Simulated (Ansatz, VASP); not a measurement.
**InGaAs2: VASP beside Ansatz**

```
In Ga As
1.0
     4.22500    0.00000    0.00000
     0.00000    4.22500    0.00000
     0.00000    0.00000    5.96215
In Ga As
1 1 2
Direct
  0.00000 0.00000 0.50000
  0.50000 0.50000 0.00000
  0.50000 0.00000 0.76848
  0.00000 0.50000 0.23153
```

Alike in both runs: task single point; functional PBEsol; k mesh 12 × 12 × 10; occupations gaussian, width 0.15 eV; no spin polarisation.

|  | VASP | Ansatz |
| --- | --- | --- |
| version | VASP 6.6.1 | Ansatz 0.2.0 |
| potentials or method | VASP PAW PBE potentials, release 64 (In_d, Ga_d, As), cutoff 520 eV | scalar-relativistic, plane waves, PAW |
| valence electrons in the cell | 36 | 56 |

|  | VASP | Ansatz | Ansatz less VASP |
| --- | --- | --- | --- |
| gap on the k mesh at the Fermi level (eV) | none | none | - |
| pressure (GPa) | -2.6 | -2.7 | -0.09 |
| traceless stress, the component that is largest in VASP (GPa) | 0.27 | 0.27 | 0.000 |
| rms of the force components (eV/Å) | 0.014 | 0.015 | +0.0001 |

VASP's potentials were made for PBE, not for PBEsol. Atom by atom the forces differ by 0.000 eV/Å (rms over components). A gap of «none» marks a metal or a gap that the smearing closes. VASP's potentials hold 36 valence electrons a cell and Ansatz's 56, so a difference there can come from the potentials and not from the codes.
